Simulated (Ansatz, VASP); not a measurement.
**Ca4AlO in VASP and in Ansatz**

```
Ca Al O
1.0
     0.00000    4.50535    4.50535
     4.50535    0.00000    4.50535
     4.50535    4.50535    0.00000
Ca Al O
4 1 1
Direct
  0.62538 0.62538 0.62538
  0.62538 0.62538 0.12386
  0.62538 0.12386 0.62538
  0.12386 0.62538 0.62538
  0.00000 0.00000 0.00000
  0.25000 0.25000 0.25000
```

Alike in both runs: functional PBE; k mesh 4 × 4 × 4; occupations gaussian, width 0.1 eV; no spin polarisation.

Ansatz relaxed the structure, and its values are those at the end. VASP's run is a single point on that final structure, the one shown.

|  | VASP | Ansatz |
| --- | --- | --- |
| version | VASP 6.6.1 | Ansatz 0.2.0 |
| potentials or method | VASP PAW PBE potentials, release 64 (Ca_sv, Al, O), cutoff 520 eV | scalar-relativistic, plane waves, PAW |
| valence electrons in the cell | 49 | 49 |

|  | VASP | Ansatz | Ansatz less VASP |
| --- | --- | --- | --- |
| gap on the k mesh at the Fermi level (eV) | none | none | - |
| pressure (GPa) | 0.4 | 0.4 | 0.00 |

A gap of «none» marks a metal or a gap that the smearing closes. With one functional, cell and mesh, what is left measures potentials, basis and numerics.
